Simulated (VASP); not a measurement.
**Na: single point with LDA**

Crystal: Na.

```
Na
1.0
     4.05788    0.00000    0.00000
    -2.02894    3.51423    0.00000
     0.00000    0.00000    5.30336
Na
2
Direct
  0.33333 0.66667 0.25000
  0.66667 0.33333 0.75000
```

This cell differs from its parent crystal: ratio of the length along z to the lengths across it x 0.8, volume and fractional coordinates fixed.

```yaml
Program: VASP 6.6.1
Task: single point
Functional: LDA
Potentials_or_basis: VASP PAW LDA potentials, release 64 (Na_pv)
Cutoff: 520 eV
k_mesh: 18 × 18 × 10
Occupations: gaussian, width 0.15 eV
Spin: no spin polarisation
Dipole_correction: no
Further_INCAR_settings: ALGO = Fast; EDIFF = 1e-06; NBANDS = 14
```

```
Pressure               : -0.7 GPa
Band gap on the k mesh : zero (band 7 reaches 1.83 eV, above the bottom of band 8 at -1.77 eV)
```

Stress tensor (GPa, compression positive):
```
-1.20  0.00  0.00
 0.00 -1.20  0.00
 0.00  0.00  0.19
```

Levels at points of the mesh, in eV from the Fermi level:
```tsv
k point	band 5	band 6	band 7	band 8	band 9	band 10
(0.00, 0.00, 0.00)	-24.99	-24.99	-3.24	1.78	2.33	8.14
(0.50, 0.00, 0.00)	-25.00	-24.99	-0.22	-0.15	4.46	4.59
(0.00, 0.00, 0.50)	-25.00	-25.00	-1.88	-1.88	8.11	8.11
(0.50, 0.00, 0.50)	-24.99	-24.99	0.93	0.93	1.33	1.33
```

Run time: 2.5 min on 1 thread of Intel(R) Xeon(R) Platinum 8488C (Sapphire Rapids) (shared host), peak memory 0.27 GiB.
